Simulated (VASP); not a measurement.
# Co (Fd-3m) in VASP: single point with PBEsol

Aim: the single point of Co with PBEsol.

Everything below comes from runs of VASP 6.6.1. Logs are shortened: lines on timing, memory, paths and dates and some standing lists are left out, and cuts for length are marked.

## Step 1: The cell of the first run

It takes space group Fd-3m (No. 227, cubic). The conventional cell has a = 6.435 Å, b = 6.435 Å, c = 6.435 Å, α = 90.00°, β = 90.00°, γ = 90.00°. Co (site symmetry -43m) has 16 Co at 2.67 to 2.79 Å within 3.5 Å. Within 3.0 Å of Co (site symmetry -3m) lie 12 Co at 2.28 to 2.67 Å.

## Step 2: Single point, PBEsol, collinear spin, ferromagnetic start

Input file INCAR:

```
SYSTEM = Co
PREC = Accurate
ENCUT = 520
EDIFF = 1E-7
ISMEAR = 0
SIGMA = 0.1
LREAL = .False.
LASPH = .True.
NELM = 150
ALGO = Normal
ISIF = 2
LWAVE = .False.
LCHARG = .False.
ISPIN = 2
MAGMOM = 1.8 1.8 1.8 1.8 1.8 1.8
LORBIT = 11
LMAXMIX = 4
GGA = PS
NBANDS = 40
```

Input file KPOINTS:

```
Automatic mesh
0
Gamma
  6 6 6
  0 0 0
```

Input file POSCAR:

```
Co
1.0
    0.0000000000      3.2173717600      3.2173717600
    3.2173717600      0.0000000000      3.2173717600
    3.2173717600      3.2173717600      0.0000000000
Co
6
Direct
    0.2500000000      0.2500000000      0.2500000000
    0.0000000000      0.0000000000      0.0000000000
    0.6250000000      0.6250000000      0.1250000000
    0.6250000000      0.1250000000      0.6250000000
    0.1250000000      0.6250000000      0.6250000000
    0.6250000000      0.6250000000      0.6250000000
```

Potentials or basis: VASP PAW PBE potentials, release 64 (Co).

Command:

```
$ cat potpaw_PBE.64/Co/POTCAR > POTCAR
$ mpirun -np 1 vasp_std > vasp.out
```

OUTCAR:

```text
SYSTEM = Co
   PREC = Accurate
   ENCUT = 520
   EDIFF = 1E-7
   ISMEAR = 0
   LREAL = .False.
   LASPH = .True.
   NELM = 150
   ISIF = 2
   ISPIN = 2
   LORBIT = 11
   GGA = PS

 ion  position               nearest neighbor table
   1  0.250  0.250  0.250-   4 2.67   5 2.67   3 2.67   5 2.67   3 2.67   4 2.67   5 2.67   3 2.67
                             6 2.67   4 2.67   6 2.67   6 2.67   2 2.79   2 2.79   2 2.79   2 2.79
   2  0.000  0.000  0.000-   3 2.67   4 2.67   3 2.67   5 2.67   4 2.67   5 2.67   6 2.67   6 2.67
                             6 2.67   3 2.67   4 2.67   5 2.67   1 2.79   1 2.79   1 2.79   1 2.79
   3  0.625  0.625  0.125-   6 2.28   4 2.28   5 2.28   6 2.28   4 2.28   5 2.28   2 2.67   1 2.67
                             2 2.67   1 2.67   1 2.67   2 2.67
   4  0.625  0.125  0.625-   6 2.28   3 2.28   3 2.28   5 2.28   6 2.28   5 2.28   2 2.67   1 2.67
                             2 2.67   1 2.67   1 2.67   2 2.67
   5  0.125  0.625  0.625-   6 2.28   3 2.28   4 2.28   3 2.28   4 2.28   6 2.28   1 2.67   2 2.67
                             1 2.67   2 2.67   1 2.67   2 2.67
   6  0.625  0.625  0.625-   3 2.28   4 2.28   5 2.28   3 2.28   4 2.28   5 2.28   2 2.67   1 2.67
                             2 2.67   1 2.67   2 2.67   1 2.67

  LATTYP: Found a face centered cubic cell.
 ALAT       =     6.4347435200

  Lattice vectors:

 A1 = (   0.0000000000,   3.2173717600,   3.2173717600)
 A2 = (   3.2173717600,   0.0000000000,   3.2173717600)
 A3 = (   3.2173717600,   3.2173717600,   0.0000000000)

Analysis of symmetry for initial positions (statically):
=====================================================================
 Subroutine PRICEL returns:
 Original cell was already a primitive cell.

 Routine SETGRP: Setting up the symmetry group for a
 face centered cubic supercell.

 Subroutine GETGRP returns: Found 48 space group operations
 (whereof 24 operations were pure point group operations)
 out of a pool of 48 trial point group operations.

The static configuration has the point symmetry T_d .
 The point group associated with its full space group is O_h .

Analysis of symmetry for dynamics (positions and initial velocities):
=====================================================================
 Subroutine PRICEL returns:
 Original cell was already a primitive cell.

 Routine SETGRP: Setting up the symmetry group for a
 face centered cubic supercell.

 Subroutine GETGRP returns: Found 48 space group operations
 (whereof 24 operations were pure point group operations)
 out of a pool of 48 trial point group operations.

The dynamic configuration has the point symmetry T_d .
 The point group associated with its full space group is O_h .

Analysis of structural, dynamic, and magnetic symmetry:
=====================================================================
 Subroutine PRICEL returns:
 Original cell was already a primitive cell.

 Routine SETGRP: Setting up the symmetry group for a
 face centered cubic supercell.

 Subroutine GETGRP returns: Found 48 space group operations
 (whereof 24 operations were pure point group operations)
 out of a pool of 48 trial point group operations.

The overall configuration has the point symmetry T_d .
 The point group associated with its full space group is O_h .

 Subroutine INISYM returns: Found 48 space group operations
 (whereof 24 operations are pure point group operations),
 and found     1 'primitive' translations

----------------------------------------------------------------------------------------

                                     Primitive cell

  volume of cell :      66.6091

  direct lattice vectors                    reciprocal lattice vectors
     0.000000000  3.217371760  3.217371760    -0.155406349  0.155406349  0.155406349
     3.217371760  0.000000000  3.217371760     0.155406349 -0.155406349  0.155406349
     3.217371760  3.217371760  0.000000000     0.155406349  0.155406349 -0.155406349

  length of vectors
     4.550050778  4.550050778  4.550050778     0.269171693  0.269171693  0.269171693

  position of ions in fractional coordinates (direct lattice)
     0.250000000  0.250000000  0.250000000
     0.000000000  0.000000000  0.000000000
     0.625000000  0.625000000  0.125000000
     0.625000000  0.125000000  0.625000000
     0.125000000  0.625000000  0.625000000
     0.625000000  0.625000000  0.625000000

  ion indices of the primitive-cell ions
   primitive index   ion index
                 1           1
[... 53 lines left out ...]
   dimension x,y,z NGX =    36 NGY =   36 NGZ =   36
   dimension x,y,z NGXF=    72 NGYF=   72 NGZF=   72
   ions per type =               6
   NGX,Y,Z   is equivalent  to a cutoff of  13.15, 13.15, 13.15 a.u.
   NGXF,Y,Z  is equivalent  to a cutoff of  26.31, 26.31, 26.31 a.u.
 SYSTEM =  Co
   PREC   = accura    normal or accurate (medium, high low for compatibility)
   ISTART =      0    job   : 0-new  1-cont  2-samecut
   ICHARG =      2    charge: 1-file 2-atom 10-const
   ISPIN  =      2    spin polarized calculation?
   LNONCOLLINEAR =      F non collinear calculations
   LSORBIT =      F    spin-orbit coupling
   LASPH  =      T    aspherical Exc in radial PAW
   ENCUT  =  520.0 eV  38.22 Ry    6.18 a.u.   8.46  8.46  8.46*2*pi/ulx,y,z
   NELM   =    150;   NELMIN=  2; NELMDL= -5     # of ELM steps
   EDIFF  = 0.1E-06   stopping-criterion for ELM
   LREAL  =      F    real-space projection
   EDIFFG = 0.1E-05   stopping-criterion for IOM
   NSW    =      0    number of steps for IOM
   IBRION =     -1    ionic relax: 0-MD 1-quasi-New 2-CG
   NFREE  =      0    steps in history (QN), initial steepest desc. (CG)
   ISIF   =      2    stress and relaxation
   ISYM   =      2    0-nonsym 1-usesym 2-fastsym
   POTIM  = 0.5000    time-step for ionic-motion
   TEBEG  =    0.0;   TEEND  =   0.0 temperature during run
   PSTRESS=    0.0 pullay stress
   NELECT =      54.0000    total number of electrons
   NUPDOWN=      -1.0000    fix difference up-down
   EMIN   =  10.00;   EMAX   =-10.00  energy-range for DOS
   EFERMI =   0.00;   METHOD = LEGACY
   ISMEAR =     0;   SIGMA  =   0.10  broadening in eV -4-tet -1-fermi 0-gaus
   EFERMI_NEDOS =   21; number of points for ismear=-14 and -15
   IALGO  =     38    algorithm
   IMIX   =      4    mixing-type and parameters
     AMIX     =   0.40;   BMIX     =  1.00
     AMIX_MAG =   1.60;   BMIX_MAG =  1.00
  volume/ion in A,a.u.               =      11.10        74.92
  Fermi-wavevector in a.u.,A,eV,Ry     =   1.526493  2.884654 31.704039  2.330181
  Thomas-Fermi vector in A             =   2.634519
   LORBIT       =     11    0 simple, 1 ext, 2 COOP (PROOUT), +10 PAW based schemes
   GGA     = PS    functional components
   LHFCALC =     F    Hartree Fock is set to
   AEXX    =    0.0000 exact exchange contribution
   IVDW    =     0    specifies the selected vdW correction
   LEPSILON=     F    determine dielectric tensor
   LRPA    =     F    only Hartree local field effects (RPA)
 spin polarized calculation
 Gauss-broadening in eV      SIGMA  =   0.10
  energy-cutoff  :      520.00
  volume of cell :       66.61
 maximum number of plane-waves:      1820
 NGX is ok and might be reduce to    36
   NGX = 17   NGY = 17   NGZ = 17

 number of electron      54.0000036 magnetization       9.9214527

 number of electron      54.0000036 magnetization      10.0217226

 Free energy of the ion-electron system (eV)
  ---------------------------------------------------
  ext. energy  EPLUGINS =         0.00000000
  ---------------------------------------------------
  free energy    TOTEN  =       -45.02648346 eV

  energy without entropy =      -44.98142807  energy(sigma->0) =      -45.00395577

 E-fermi :  10.0924     XC(G=0): -13.4065

 val. band max:       10.0790190544   @ k =  -0.3333   0.3333   0.1667
 cond. band min:      10.1050526064   @ k =   0.3333   0.1667   0.0000
 fundamental gap:      0.0260335521
 Fermi energy:        10.0924311919

 spin component 1

 k-point     1 :       0.0000    0.0000    0.0000
  band No.  band energies     occupation
      1       0.8698      1.00000
      2       3.6959      1.00000
      3       4.8854      1.00000
      4       4.8854      1.00000
      5       4.8854      1.00000
      6       5.5389      1.00000
[... 661 lines left out ...]
     38      18.1155      0.00000
     39      22.0653      0.00000
 Fermi energy:        10.0924311919

 spin component 2

 k-point     1 :       0.0000    0.0000    0.0000
  band No.  band energies     occupation
      1       0.9675      1.00000
      2       4.8179      1.00000
      3       6.0770      1.00000
      4       6.0770      1.00000
      5       6.0770      1.00000
      6       6.7557      1.00000
[... 661 lines left out ...]
     38      18.8203      0.00000
     39      22.5350      0.00000
 [bands above 39 left out]

------------------------ aborting loop because EDIFF is reached ----------------------------------------

  FORCE on cell =-STRESS in cart. coord.  units (eV):
  Direction    XX          YY          ZZ          XY          YZ          ZX
  --------------------------------------------------------------------------------------
  -------------------------------------------------------------------------------------
  Total       -1.4632160     -1.4632160     -1.4632160      0.0000000      0.0000000     -0.0000000
  in kB      -35.1953498    -35.1953498    -35.1953498      0.0000000      0.0000000     -0.0000000
  external PRESSURE =     -35.1953498 kB  Pullay stress =       0.0000000 kB

 VOLUME and BASIS-vectors are now :
 -----------------------------------------------------------------------------
  energy-cutoff  :      520.00
  volume of cell :       66.61
      direct lattice vectors                 reciprocal lattice vectors
     0.000000000  3.217371760  3.217371760    -0.155406349  0.155406349  0.155406349
     3.217371760  0.000000000  3.217371760     0.155406349 -0.155406349  0.155406349
     3.217371760  3.217371760  0.000000000     0.155406349  0.155406349 -0.155406349

 POSITION                                       TOTAL-FORCE (eV/Angst)
 -----------------------------------------------------------------------------------
      1.60869      1.60869      1.60869         0.000000      0.000000      0.000000
      0.00000      0.00000      0.00000        -0.000000     -0.000000     -0.000000
      2.41303      2.41303      4.02171         0.000000     -0.000000      0.000000
      2.41303      4.02171      2.41303        -0.000000     -0.000000      0.000000
      4.02171      2.41303      2.41303         0.000000     -0.000000      0.000000
      4.02171      4.02171      4.02171        -0.000000     -0.000000      0.000000
 -----------------------------------------------------------------------------------
    total drift:                                0.000000      0.000000      0.000000

  FREE ENERGIE OF THE ION-ELECTRON SYSTEM (eV)
  ---------------------------------------------------
  free  energy   TOTEN  =       -45.0264834645 eV

  energy  without entropy=      -44.9814280722  energy(sigma->0) =      -45.00395577

 total charge

# of ion       s       p       d       tot
------------------------------------------
    1        0.397   0.413   7.191   8.001
    2        0.397   0.413   7.191   8.001
    3        0.543   0.588   7.313   8.444
    4        0.543   0.588   7.313   8.444
    5        0.543   0.588   7.313   8.444
    6        0.543   0.588   7.313   8.444
--------------------------------------------------
tot          2.966   3.179  43.634  49.779

 magnetization (x)

# of ion       s       p       d       tot
------------------------------------------
    1       -0.009  -0.038   1.783   1.736
    2       -0.009  -0.038   1.783   1.736
    3       -0.010  -0.051   1.718   1.657
    4       -0.010  -0.051   1.718   1.657
    5       -0.010  -0.051   1.718   1.657
    6       -0.010  -0.051   1.718   1.657
--------------------------------------------------
tot         -0.058  -0.282  10.438  10.098
```

Wall time 2.3 min (1 thread of Intel Xeon Platinum 8375C at 2.90GHz (Ice Lake), shared host); peak memory 0.26 GiB.

Results:

```yaml
Free_energy: -45.0265 eV
Pressure: -3.5 GPa
Band_gap_on_the_k_mesh: zero (filled and empty bands overlap)
Net_moment: 10.02 μB per cell
Site_moments: Co +1.74, +1.66 μB
Valence_electrons_inside_the_program's_atomic_spheres: Co 8.00, 8.44
```

Caveat: the PAW data sets were made with another functional, which shifts forces and pressure a little.
